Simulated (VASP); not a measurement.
Wanted: the native input for a VASP 6.6.1 run.

```
Task                   : single point
Functional             : LDA
Potentials or basis    : VASP PAW LDA potentials, release 64 (Fe)
Cutoff                 : 520 eV
k mesh                 : 2 × 2 × 2
Occupations            : fermi-dirac, width 0.272114 eV
Spin                   : non-collinear spin, typed start
Starting moments       : [[0.0, 0.0, 2.0], [1.638, 0.0, 1.147]] μB
Dipole correction      : no
Further INCAR settings : ALGO = Normal; EDIFF = 1e-06; NBANDS = 28
```

The structure of Fe lies in POSCAR:

```
Fe
1.0
    2.8660000000      0.0000000000      0.0000000000
    0.0000000000      2.8660000000      0.0000000000
    0.0000000000      0.0000000000      2.8660000000
Fe
2
Direct
    0.0000000000      0.0000000000      0.0000000000
    0.5200000000      0.5000000000      0.5000000000
```

These files were run (other wordings do the same):

INCAR

```
SYSTEM = Fe
PREC = Accurate
ENCUT = 520
EDIFF = 1E-6
ISMEAR = -1
SIGMA = 0.27211386245988
LREAL = .False.
LASPH = .True.
NELM = 150
ALGO = Normal
ISIF = 2
LWAVE = .False.
LCHARG = .False.
LNONCOLLINEAR = .True.
MAGMOM = 0 0 2 1.638 0 1.147
LORBIT = 11
LMAXMIX = 4
GGA = CA
NBANDS = 28
```

KPOINTS

```
regular mesh
0
Gamma
  2 2 2
  0 0 0
```

Potentials or basis: VASP PAW LDA potentials, release 64 (Fe).

Run with:

```sh
$ cat potpaw_LDA.64/Fe/POTCAR > POTCAR
$ mpirun -np 1 vasp_ncl > vasp.out
```

Results of the run:

```json
{
 "Pressure": "-12.8 GPa",
 "Largest force": "0.158 eV/Å",
 "Band gap on the k mesh": "zero (band 16 reaches 6.12 eV, above the bottom of band 17 at 5.26 eV)",
 "Net moment": "3.83 μB per cell",
 "Valence electrons inside the program's atomic spheres": "Fe 7.23"
}
```

Caveat: the k points lie up to 1.10 Å⁻¹ apart.

Wall time 62 s on 1 thread of AMD EPYC 7R43 64-Core Processor (Zen 3), on a shared host, peak memory 0.14 GiB.
